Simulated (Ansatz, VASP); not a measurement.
Pd in VASP and in Ansatz

The input INCAR:

```
SYSTEM = Pd
PREC     = Accurate       ! precision mode
ENCUT    = 520            ! plane-wave cutoff, eV
EDIFF    = 1E-6           ! SCF threshold, eV
ISMEAR   = 0              ! smearing method
SIGMA    = 0.15           ! smearing width, eV
LREAL    = .FALSE.        ! projectors in reciprocal space
LASPH    = .TRUE.         ! aspherical terms in the spheres
NELM     = 60             ! most SCF steps
ALGO     = Normal         ! electronic algorithm
ISIF     = 2              ! what is computed and relaxed
LWAVE    = .FALSE.        ! write WAVECAR
LCHARG   = .FALSE.        ! write CHGCAR
GGA      = PE             ! functional
NBANDS   = 11             ! bands
```

File KPOINTS:

```
Automatic mesh
0
G
  20 20 20
  0 0 0
```

File POSCAR:

```
Pd
1.0
    0.0000000000      2.0226960000      2.1004920000
    2.0226960000      0.0000000000      2.1004920000
    2.0226960000      2.0226960000      0.0000000000
Pd
1
Direct
    0.0000000000      0.0000000000      0.0000000000
```

Input for Ansatz:

```yaml
crystal:
  lattice:
    - [0.0, 2.022696, 2.100492]
    - [2.022696, 0.0, 2.100492]
    - [2.022696, 2.022696, 0.0]
  atoms:
    - { symbol: Pd, position: [0.0, 0.0, 0.0] }
basis:
  ecutwfc: 420
kpoints:
  mp_grid: { grid: [20, 20, 20] }
hamiltonian:
  xc: pbe
scf:
  occupations: { method: gaussian, width: 0.15 }
output:
  forces: true
  stress: true
  eigenvalues: true
```

Change from the starting cell: strain +0.040 along x and y, +0.080 along z, atoms carried along.

Alike in both runs: task single point; functional PBE; k mesh 20 × 20 × 20; occupations gaussian, width 0.15 eV; no spin polarisation.

```csv
,VASP,Ansatz
version,VASP 6.6.1,Ansatz 0.2.0
potentials or method,"VASP PAW PBE potentials, release 64 (Pd), cutoff 520 eV","scalar-relativistic, plane waves, PAW"
valence electrons in the cell,10,18
```

Ansatz gave:

| Item | Value |
| --- | --- |
| gap on the k mesh at the Fermi level (eV) | none |
| pressure (GPa) | -13.8 |
| traceless stress, the component that is largest in VASP (GPa) | -0.79 |

Task: Estimate VASP's values.

Result: gap on the k mesh at the Fermi level (eV): none; pressure (GPa): -14.0; traceless stress, the component that is largest in VASP (GPa): -0.79.

A gap of «none» marks a metal or a gap that the smearing closes. The functional is the same, so the differences come from potentials, cutoffs and numerics. VASP's potentials hold 10 valence electrons a cell and Ansatz's 18, so a difference there can come from the potentials and not from the codes.
